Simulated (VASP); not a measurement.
# Al2Cu3 (P-6m2) in VASP: single point with PBE

Aim: the single point of Al2Cu3 with PBE.

Program: VASP 6.6.1. These are calculated values, not measurements. Logs are shortened: lines on timing, memory, paths and dates and some standing lists are left out, and cuts for length are marked.

**1. The cell of the first run**

It takes space group P-6m2 (No. 187, hexagonal). Conventional cell: a = 2.744 Å, b = 2.744 Å, c = 20.462 Å, α = 90.00°, β = 90.00°, γ = 120.00°. Within 3.4 Å of Al (site symmetry 3m) lie 6 Cu at 2.56 to 2.61 Å and 6 Al at 2.74 Å. Al (site symmetry 3m) has 6 Cu at 2.59 to 2.60 Å and 6 Al at 2.74 Å within 3.4 Å. Within 3.4 Å of Cu (site symmetry 3m) lie 3 Al at 2.56 Å and 9 Cu at 2.57 to 2.74 Å. Cu (site symmetry 3m) has 6 Al at 2.59 to 2.61 Å and 6 Cu at 2.74 Å within 3.4 Å. Cu (site symmetry -6m2) has 6 Al at 2.60 Å and 6 Cu at 2.74 Å within 3.4 Å. Within 3.4 Å of Cu (site symmetry -6m2) lie 12 Cu at 2.57 to 2.74 Å.

**2. Single point, PBE**

File POSCAR:

```
Al2Cu3
1.0
    2.7435485218      0.0000000000      0.0000000000
   -1.3717742609      2.3759827164      0.0000000000
    0.0000000000      0.0000000000     20.4621610130
Al Cu
4 6
Direct
    0.6666666667      0.3333333333      0.6973471121
    0.6666666667      0.3333333333      0.8992935501
    0.6666666667      0.3333333333      0.1007064499
    0.6666666667      0.3333333333      0.3026528879
    0.3333333333      0.6666666667      0.5989588864
    0.3333333333      0.6666666667      0.7989734724
    0.3333333333      0.6666666667      0.0000000000
    0.3333333333      0.6666666667      0.2010265276
    0.3333333333      0.6666666667      0.4010411136
    0.6666666667      0.3333333333      0.5000000000
```

File INCAR.step1:

```
SYSTEM = Al2Cu3
PREC = Accurate
ENCUT = 520
EDIFF = 1E-7
ISMEAR = 0
SIGMA = 0.1
LREAL = .FALSE.
LASPH = .TRUE.
NELM = 100
ALGO = Fast
ISIF = 2
LWAVE = .FALSE.
LCHARG = .TRUE.
LMAXMIX = 4
GGA = PE
NBANDS = 50
```

File KPOINTS.step1:

```
Automatic mesh
0
G
  18 18 2
  0 0 0
```

File INCAR.step2:

```
SYSTEM = Al2Cu3
PREC = Accurate
ENCUT = 520
EDIFF = 1E-7
ISMEAR = -5
SIGMA = 0.1
LREAL = .FALSE.
LASPH = .TRUE.
NELM = 100
ALGO = Fast
ISIF = 2
LWAVE = .FALSE.
LCHARG = .FALSE.
LMAXMIX = 4
GGA = PE
LORBIT = 11
NEDOS = 2001
ICHARG = 11
```

File KPOINTS.step2:

```
Automatic mesh
0
G
  27 27 3
  0 0 0
```

Potentials or basis: VASP PAW PBE potentials, release 64 (Al, Cu).

Launch:

```console
$ cat potpaw_PBE.64/Al/POTCAR potpaw_PBE.64/Cu/POTCAR > POTCAR
$ cp INCAR.step1 INCAR
$ cp KPOINTS.step1 KPOINTS
$ mpirun -np 1 vasp_std > vasp.out
$ cp INCAR.step2 INCAR
$ cp KPOINTS.step2 KPOINTS
$ mpirun -np 1 vasp_std > vasp.out
```

OUTCAR:

```text
SYSTEM = Al2Cu3
   PREC = Accurate
   ENCUT = 520
   EDIFF = 1E-7
   ISMEAR = -5
   LREAL = .FALSE.
   LASPH = .TRUE.
   NELM = 100
   ISIF = 2
   GGA = PE
   LORBIT = 11
   ICHARG = 11

 ion  position               nearest neighbor table
   1  0.667  0.333  0.697-   5 2.56   5 2.56   5 2.56   6 2.61   6 2.61   6 2.61
   2  0.667  0.333  0.899-   6 2.59   6 2.59   6 2.59   7 2.60   7 2.60   7 2.60
   3  0.667  0.333  0.101-   8 2.59   8 2.59   8 2.59   7 2.60   7 2.60   7 2.60
   4  0.667  0.333  0.303-   9 2.56   9 2.56   9 2.56   8 2.61   8 2.61   8 2.61
   5  0.333  0.667  0.599-   1 2.56   1 2.56   1 2.56  10 2.57  10 2.57  10 2.57
   6  0.333  0.667  0.799-   2 2.59   2 2.59   2 2.59   1 2.61   1 2.61   1 2.61
   7  0.333  0.667  0.000-   2 2.60   3 2.60   2 2.60   3 2.60   2 2.60   3 2.60
   8  0.333  0.667  0.201-   3 2.59   3 2.59   3 2.59   4 2.61   4 2.61   4 2.61
   9  0.333  0.667  0.401-   4 2.56   4 2.56   4 2.56  10 2.57  10 2.57  10 2.57
  10  0.667  0.333  0.500-   5 2.57   9 2.57   5 2.57   9 2.57   5 2.57   9 2.57

  LATTYP: Found a hexagonal cell.
 ALAT       =     2.7435485218
 C/A-ratio  =     7.4582828955

  Lattice vectors:

 A1 = (   2.7435485218,   0.0000000000,   0.0000000000)
 A2 = (  -1.3717742609,   2.3759827164,   0.0000000000)
 A3 = (   0.0000000000,   0.0000000000,  20.4621610130)

Analysis of symmetry for initial positions (statically):
=====================================================================
 Subroutine PRICEL returns:
 Original cell was already a primitive cell.

 Routine SETGRP: Setting up the symmetry group for a
 hexagonal supercell.

 Subroutine GETGRP returns: Found 12 space group operations
 (whereof 12 operations were pure point group operations)
 out of a pool of 24 trial point group operations.

The static configuration has the point symmetry D_3h.

Analysis of symmetry for dynamics (positions and initial velocities):
=====================================================================
 Subroutine PRICEL returns:
 Original cell was already a primitive cell.

 Routine SETGRP: Setting up the symmetry group for a
 hexagonal supercell.

 Subroutine GETGRP returns: Found 12 space group operations
 (whereof 12 operations were pure point group operations)
 out of a pool of 24 trial point group operations.

The dynamic configuration has the point symmetry D_3h.

 Subroutine INISYM returns: Found 12 space group operations
 (whereof 12 operations are pure point group operations),
 and found     1 'primitive' translations

----------------------------------------------------------------------------------------

                                     Primitive cell

  volume of cell :     133.3851

  direct lattice vectors                    reciprocal lattice vectors
     2.743548522  0.000000000  0.000000000     0.364491458  0.210439241  0.000000000
    -1.371774261  2.375982716  0.000000000     0.000000000  0.420878482  0.000000000
     0.000000000  0.000000000 20.462161013     0.000000000  0.000000000  0.048870694

  length of vectors
     2.743548522  2.743548522 20.462161013     0.420878482  0.420878482  0.048870694

  position of ions in fractional coordinates (direct lattice)
     0.666666667  0.333333333  0.697347112
     0.666666667  0.333333333  0.899293550
     0.666666667  0.333333333  0.100706450
     0.666666667  0.333333333  0.302652888
     0.333333333  0.666666667  0.598958886
     0.333333333  0.666666667  0.798973472
     0.333333333  0.666666667  0.000000000
     0.333333333  0.666666667  0.201026528
     0.333333333  0.666666667  0.401041114
     0.666666667  0.333333333  0.500000000

  ion indices of the primitive-cell ions
   primitive index   ion index
                 1           1
                 2           2
                 3           3
                 4           4
                 5           5
                 6           6
                 7           7
                 8           8
                 9           9
                10          10

----------------------------------------------------------------------------------------

 KPOINTS: Automatic mesh

Automatic generation of k-mesh.
 Grid dimensions read from file:
 generate k-points for:   27   27    3

 Generating k-lattice:

  Cartesian coordinates                     Fractional coordinates (reciprocal lattice)
     0.013499684  0.007794046  0.000000000     0.037037037 -0.000000000  0.000000000
     0.000000000  0.015588092  0.000000000     0.000000000  0.037037037  0.000000000
     0.000000000  0.000000000  0.016290231     0.000000000  0.000000000  0.333333333

  Length of vectors
     0.015588092  0.015588092  0.016290231

  Shift w.r.t. Gamma in fractional coordinates (k-lattice)
     0.000000000  0.000000000  0.000000000

 TETIRR: Found   1854 inequivalent tetrahedra from    13122

 Subroutine IBZKPT returns following result:
 ===========================================

 Found    150 irreducible k-points:

 Following reciprocal coordinates:
            Coordinates               Weight
  0.000000  0.000000  0.000000      1.000000
  0.037037 -0.000000  0.000000      6.000000
  0.074074 -0.000000  0.000000      6.000000
  0.111111  0.000000  0.000000      6.000000
  0.148148  0.000000  0.000000      6.000000
  0.185185 -0.000000  0.000000      6.000000
[... 16 lines left out ...]
  0.333333  0.037037  0.000000     12.000000
  0.370370  0.037037  0.000000     12.000000
 [... further k-points ...]
   k-points           NKPTS =    150   k-points in BZ     NKDIM =    150   number of bands    NBANDS=     46
   number of dos      NEDOS =   2001   number of ions     NIONS =     10
   total plane-waves  NPLWV =  64000
   dimension x,y,z NGX =    20 NGY =   20 NGZ =  160
   dimension x,y,z NGXF=    40 NGYF=   40 NGZF=  320
   ions per type =               4   6
   NGX,Y,Z   is equivalent  to a cutoff of  12.12, 12.12, 13.00 a.u.
   NGXF,Y,Z  is equivalent  to a cutoff of  24.24, 24.24, 26.00 a.u.
 SYSTEM =  Al2Cu3
   PREC   = accura    normal or accurate (medium, high low for compatibility)
   ISTART =      0    job   : 0-new  1-cont  2-samecut
   ICHARG =     11    charge: 1-file 2-atom 10-const
   ISPIN  =      1    spin polarized calculation?
   LNONCOLLINEAR =      F non collinear calculations
   LSORBIT =      F    spin-orbit coupling
   LASPH  =      T    aspherical Exc in radial PAW
   ENCUT  =  520.0 eV  38.22 Ry    6.18 a.u.   5.10  5.10 38.05*2*pi/ulx,y,z
   NELM   =    100;   NELMIN=  2; NELMDL=  0     # of ELM steps
   EDIFF  = 0.1E-06   stopping-criterion for ELM
   LREAL  =      F    real-space projection
   EDIFFG = 0.1E-05   stopping-criterion for IOM
   NSW    =      0    number of steps for IOM
   IBRION =     -1    ionic relax: 0-MD 1-quasi-New 2-CG
   NFREE  =      0    steps in history (QN), initial steepest desc. (CG)
   ISIF   =      2    stress and relaxation
   ISYM   =      2    0-nonsym 1-usesym 2-fastsym
   POTIM  = 0.5000    time-step for ionic-motion
   TEBEG  =    0.0;   TEEND  =   0.0 temperature during run
   PSTRESS=    0.0 pullay stress
   NELECT =      78.0000    total number of electrons
   NUPDOWN=      -1.0000    fix difference up-down
   EMIN   =  10.00;   EMAX   =-10.00  energy-range for DOS
   EFERMI =   0.00;   METHOD = LEGACY
   ISMEAR =    -5;   SIGMA  =   0.10  broadening in eV -4-tet -1-fermi 0-gaus
   EFERMI_NEDOS =   21; number of points for ismear=-14 and -15
   IALGO  =     68    algorithm
   IMIX   =      4    mixing-type and parameters
     AMIX     =   0.40;   BMIX     =  1.00
     AMIX_MAG =   1.60;   BMIX_MAG =  1.00
  volume/ion in A,a.u.               =      13.34        90.01
  Fermi-wavevector in a.u.,A,eV,Ry     =   1.369001  2.587038 25.499561  1.874165
  Thomas-Fermi vector in A             =   2.494915
   LORBIT       =     11    0 simple, 1 ext, 2 COOP (PROOUT), +10 PAW based schemes
   GGA     = PE    functional components
   LHFCALC =     F    Hartree Fock is set to
   AEXX    =    0.0000 exact exchange contribution
   IVDW    =     0    specifies the selected vdW correction
   LEPSILON=     F    determine dielectric tensor
   LRPA    =     F    only Hartree local field effects (RPA)
 non-spin polarized calculation
 RMM-DIIS sequential band-by-band and
 Fermi weights with tetrahedron method with Bloechl corrections
  energy-cutoff  :      520.00
  volume of cell :      133.39
 maximum number of plane-waves:      3619

 number of electron      78.0000039 magnetization

 Free energy of the ion-electron system (eV)
  ---------------------------------------------------
  ext. energy  EPLUGINS =         0.00000000
  ---------------------------------------------------
  free energy    TOTEN  =       -38.33352693 eV

  energy without entropy =      -38.33352693  energy(sigma->0) =      -38.33352693

 E-fermi :   8.3062     XC(G=0): -11.6320

 val. band max:        8.4049853140   @ k =   0.3333   0.0370   0.3333
 cond. band min:       8.3199076868   @ k =   0.4074   0.0741   0.3333
 fundamental gap:     -0.0850776272
 Fermi energy:         8.3062395770

 k-point     1 :       0.0000    0.0000    0.0000
  band No.  band energies     occupation
      1      -2.9180      2.00000
      2      -2.5756      2.00000
      3      -2.1823      2.00000
      4      -1.6970      2.00000
      5      -0.0303      2.00000
      6       1.0447      2.00000
[... 38 lines left out ...]
     45      16.6918      0.00000
     46      20.6208      0.00000
[... 1086 lines left out ...]
      6       3.3320      2.00000
[... 38 lines left out ...]
     45      11.3537      0.00000
     46      11.8577      0.00000

 [... further k-points ...]

------------------------ aborting loop because EDIFF is reached ----------------------------------------

  FORCE on cell =-STRESS in cart. coord.  units (eV):
  Direction    XX          YY          ZZ          XY          YZ          ZX
  --------------------------------------------------------------------------------------
  -------------------------------------------------------------------------------------
  Total       -0.7038290     -0.7038290     -0.8642213      0.0000000      0.0000000      0.0000000
  in kB       -8.4541576     -8.4541576    -10.3807354      0.0000000      0.0000000      0.0000000
  external PRESSURE =      -9.0963502 kB  Pullay stress =       0.0000000 kB

 VOLUME and BASIS-vectors are now :
 -----------------------------------------------------------------------------
  energy-cutoff  :      520.00
  volume of cell :      133.39
      direct lattice vectors                 reciprocal lattice vectors
     2.743548522  0.000000000  0.000000000     0.364491458  0.210439241  0.000000000
    -1.371774261  2.375982716  0.000000000     0.000000000  0.420878482  0.000000000
     0.000000000  0.000000000 20.462161013     0.000000000  0.000000000  0.048870694

 POSITION                                       TOTAL-FORCE (eV/Angst)
 -----------------------------------------------------------------------------------
      1.37177      0.79199     14.26923        -0.000000      0.000000      0.021488
      1.37177      0.79199     18.40149        -0.000000      0.000000      0.010076
      1.37177      0.79199      2.06067        -0.000000      0.000000     -0.010076
      1.37177      0.79199      6.19293        -0.000000      0.000000     -0.021488
     -0.00000      1.58399     12.25599         0.000000      0.000000     -0.002008
     -0.00000      1.58399     16.34872         0.000000     -0.000000      0.007890
     -0.00000      1.58399      0.00000         0.000000      0.000000      0.000000
     -0.00000      1.58399      4.11344         0.000000     -0.000000     -0.007890
     -0.00000      1.58399      8.20617         0.000000      0.000000      0.002008
      1.37177      0.79199     10.23108         0.000000      0.000000      0.000000
 -----------------------------------------------------------------------------------
    total drift:                                0.014867     -0.008584     -0.000000

  FREE ENERGIE OF THE ION-ELECTRON SYSTEM (eV)
  ---------------------------------------------------
  free  energy   TOTEN  =       -38.3335269327 eV

  energy  without entropy=      -38.3335269327  energy(sigma->0) =      -38.33352693

 total charge

# of ion       s       p       d       tot
------------------------------------------
    1        0.407   0.394   0.000   0.801
    2        0.405   0.397   0.000   0.802
    3        0.405   0.397   0.000   0.802
    4        0.407   0.394   0.000   0.801
    5        0.424   0.377   9.154   9.955
    6        0.426   0.416   9.151   9.992
    7        0.426   0.420   9.152   9.998
    8        0.426   0.416   9.151   9.992
    9        0.424   0.377   9.154   9.955
   10        0.416   0.314   9.178   9.909
--------------------------------------------------
tot          4.166   3.902  54.939  63.007
```

Wall time 11 min (1 thread of Intel Xeon 6975P-C (Granite Rapids), shared host); peak memory 0.71 GiB.

What came out:

- Valence electrons inside the program's atomic spheres: Al 0.80; Cu 9.96, 9.99, 10.00, 9.91 (each value once)

Levels at points of the mesh, in eV from the Fermi level:
```
           k point  band 36  band 37  band 38  band 39  band 40  band 41  band 42  band 43
(0.00, 0.00, 0.00)    -2.32    -2.32    -1.91    -1.88    -1.88     0.70     2.96     3.72
```

Caveat: tetrahedron occupations give inexact forces and stress in metals.
